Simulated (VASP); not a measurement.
Crystal: WS2 (Tungstenite).

```
W S
1.0
     1.57900    0.91164    6.16333
    -1.57900    0.91164    6.16333
     0.00000   -1.82327    6.16333
W S
1 2
Direct
  0.00000 0.00000 0.00000
  0.24970 0.24970 0.24970
  0.41900 0.41900 0.41900
```

| Property | Result |
| --- | --- |
| Program | VASP 6.6.1 |
| Task | relaxation of cell and atoms |
| Functional | PBE |
| Dispersion | D3(BJ) |
| Potentials or basis | VASP PAW PBE potentials, release 64 (W_sv, S) |
| Cutoff | 600 eV |
| k mesh | 8 × 8 × 8 |
| Occupations | fermi-dirac, width 0.02 eV |
| Spin | no spin polarisation |

At the start: pressure 0.6 GPa; volume 17.74 Å³/atom.

How do energy, volume and symmetry change on relaxing?

Over 19 steps the energy falls by 3.7 meV/atom and the volume is 17.39 Å³/atom (-2.0 %); space group R3m (No. 160, to 0.05 Å).

The path:
```tsv
step	energy change (eV)	largest force (eV/Å)	pressure (GPa)	volume (Å³)
1	0.0000	0.6097	0.56	53.23
2	0.0073	0.8162	-1.97	53.71
3	-0.0067	0.0521	-0.53	53.42
4	-0.0072	0.1781	0.40	53.05
5	-0.0073	0.1432	0.17	53.14
6	-0.0080	0.1139	0.17	53.02
7	-0.0094	0.0269	0.19	52.66
8	-0.0088	0.1450	0.28	51.94
9	-0.0097	0.0329	0.22	52.40
10	-0.0106	0.0311	0.03	52.34
11	-0.0111	0.0434	-0.29	52.25
12	-0.0111	0.0410	-0.26	52.26
13	-0.0111	0.0353	0.22	52.11
14	-0.0112	0.0063	0.00	52.18
15	-0.0112	0.0058	0.00	52.18
16	-0.0112	0.0060	0.00	52.18
17	-0.0111	0.0214	-0.14	52.22
18	-0.0112	0.0061	-0.02	52.18
19	-0.0112	0.0013	-0.01	52.18
```

Final structure:
```xyz
3
Lattice="1.5788 0.9115 6.0434 -1.5788 0.9115 6.0434 0.0000 -1.8230 6.0434" Properties=species:S:1:pos:R:3 pbc="T T T"
W     0.0000    0.0000    0.0118
S     0.0000    0.0000    4.4832
S     0.0000    0.0000    7.6286
```
